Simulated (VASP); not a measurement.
Input of a VASP 6.6.1 run:

Contents of POSCAR:

```
LiF
1.0
    2.8301470253      0.0000000000      0.0000000000
   -1.4150735127      2.4509792204      0.0000000000
    0.0000000000      0.0000000000      4.8764959730
Li F
2 2
Direct
    0.0000000000      0.0000000000      0.0000000000
    0.0000000000      0.0000000000      0.5000000000
    0.3333333333      0.6666666667      0.2500000000
    0.6666666667      0.3333333333      0.7500000000
```

Contents of INCAR.step1:

```
PREC = Accurate
ENCUT = 520
ISMEAR = 0
SIGMA = 0.01
LREAL = F
LASPH = T
NELM = 60
NBANDS = 18
GGA = PE
ALGO = Normal
EDIFF = 1E-4
LWAVE = T
LCHARG = F
```

File INCAR.step2:

```
PREC = Accurate
ENCUT = 520
EDIFF = 1E-6
ISMEAR = 0
SIGMA = 0.01
LREAL = F
LASPH = T
NELM = 60
ALGO = Normal
ISIF = 2
LWAVE = F
LCHARG = F
METAGGA = R2SCAN
LMIXTAU = T
NBANDS = 18
ISTART = 1
```

Contents of KPOINTS:

```
regular mesh
0
Gamma
  9 9 4
```

Potentials or basis: VASP PAW PBE potentials, release 64 (Li_sv, F).

Command:

```bash
$ cat potpaw_PBE.64/Li_sv/POTCAR potpaw_PBE.64/F/POTCAR > POTCAR
$ cp INCAR.step1 INCAR
$ mpirun -np 1 vasp_std > vasp.out
$ cp INCAR.step2 INCAR
$ mpirun -np 1 vasp_std > vasp.out
```

Predict the band gap on the k mesh.

9.85 eV, direct.

 A k mesh can miss the band edges.
